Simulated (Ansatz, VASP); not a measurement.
## One calculation of CsPbCl3, two programs

The input INCAR:

```
PREC = Accurate
ENCUT = 520
EDIFF = 1E-6
ISMEAR = 0
SIGMA = 0.05
LREAL = False
LASPH = True
NELM = 80
ALGO = Normal
ISIF = 2
LWAVE = False
LCHARG = False
GGA = PS
NBANDS = 30
```

Contents of KPOINTS:

```
regular mesh
0
Gamma
  6 6 6
```

Contents of POSCAR:

```
CsPbCl3
1.0
    5.3247500000      0.0000000000      0.0000000000
    0.0000000000      5.3247500000      0.0000000000
    0.0000000000      0.0000000000      5.6050000000
Cs Pb Cl
1 1 3
Direct
    0.0000000000      0.0000000000      0.0000000000
    0.5000000000      0.5000000000      0.5000000000
    0.0000000000      0.5000000000      0.5000000000
    0.5000000000      0.0000000000      0.5000000000
    0.5000000000      0.5000000000      0.0000000000
```

Input for Ansatz:

```yaml
crystal:
  lattice:
    - [5.32475, 0.0, 0.0]
    - [0.0, 5.32475, 0.0]
    - [0.0, 0.0, 5.605]
  atoms:
    - { symbol: Cs, position: [0.0, 0.0, 0.0] }
    - { symbol: Pb, position: [0.5, 0.5, 0.5] }
    - { symbol: Cl, position: [0.0, 0.5, 0.5] }
    - { symbol: Cl, position: [0.5, 0.0, 0.5] }
    - { symbol: Cl, position: [0.5, 0.5, 0.0] }
basis:
  ecutwfc: 420
kpoints:
  mp_grid: { grid: [6, 6, 6] }
hamiltonian:
  xc: pbesol
scf:
  occupations: { method: gaussian, width: 0.05 }
output:
  forces: true
  stress: true
  eigenvalues: true
```

Change from the starting cell: strain -0.050 along x and y, +0.000 along z, atoms carried along.

Alike in both runs: task single point; functional PBEsol; k mesh 6 × 6 × 6; occupations gaussian, width 0.05 eV; no spin polarisation.

```csv
,VASP,Ansatz
version,VASP 6.6.1,Ansatz 0.2.0
potentials or method,"VASP PAW PBE potentials, release 64 (Cs_sv, Pb_d, Cl), cutoff 520 eV","scalar-relativistic, plane waves, PAW"
valence electrons in the cell,44,44
```

|  | VASP | Ansatz | Ansatz less VASP |
| --- | --- | --- | --- |
| gap on the k mesh at the Fermi level (eV) | 0.94 | 0.94 | -0.008 |
| least direct gap on the mesh (eV) | 0.94 | 0.94 | -0.008 |
| pressure (GPa) | 3.7 | 3.8 | +0.02 |
| traceless stress, the component that is largest in VASP (GPa) | -2.59 | -2.59 | +0.005 |

VASP's potentials were made for PBE, not for PBEsol.

Neither program's run includes spin-orbit coupling.
